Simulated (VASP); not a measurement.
# CaInO: single point with PBE

Crystal: CaInO.

```
In Ca O
1.0
     3.33232    0.00000    0.00000
     0.00000    3.33232    0.00000
     0.00000    0.00000   10.61832
In Ca O
2 2 2
Cartesian
  0.0000 1.6662 1.2593
  1.6662 0.0000 9.3590
  0.0000 1.6662 6.5402
  1.6662 0.0000 4.0782
  0.0000 1.6662 4.1632
  1.6662 0.0000 6.4551
```

```json
{
 "Program": "VASP 6.6.1",
 "Task": "single point",
 "Functional": "PBE",
 "Potentials or basis": "VASP PAW PBE potentials, release 64 (In_d, Ca_sv, O)",
 "Cutoff": "520 eV",
 "k mesh": "9 × 9 × 4",
 "Occupations": "gaussian, width 0.2919 eV",
 "Spin": "no spin polarisation",
 "Dipole correction": "no",
 "Further INCAR settings": "ALGO = Normal; EDIFF = 1e-06; NBANDS = 38"
}
```

* Pressure: 0.3 GPa
* Largest force: 0.035 eV/Å
* Band gap on the k mesh: zero (band 29 reaches 6.12 eV, above the bottom of band 30 at 4.36 eV)

Forces in eV/Å, atoms in the order of the input:
```
In   0.000  0.000  0.000
In   0.000  0.000  0.000
Ca   0.000  0.000  0.035
Ca   0.000  0.000 -0.035
O    0.000  0.000 -0.018
O    0.000  0.000  0.018
```

Stress tensor (GPa, compression positive):
```
0.31 0.00 0.00
0.00 0.31 0.00
0.00 0.00 0.13
```

Levels at points of the mesh, in eV from the Fermi level:
```
           k point  band 25  band 26  band 27  band 28  band 29  band 30  band 31  band 32  band 33  band 34
(0.00, 0.00, 0.00)    -2.07    -2.07    -1.80    -1.80    -0.89     2.36     3.48     4.11     4.70     4.70
(0.00, 0.00, 0.50)    -2.07    -2.07    -1.80    -1.80     0.06     2.36     3.03     3.48     5.03     5.03
```

It took 3.2 min on 1 thread of Intel(R) Xeon(R) Platinum 8259CL CPU @ 2.50GHz (Skylake/Cascade Lake) (shared host), peak memory 0.35 GiB.

Caveat: spin-orbit coupling is left out, which moves the levels of the heavy elements.
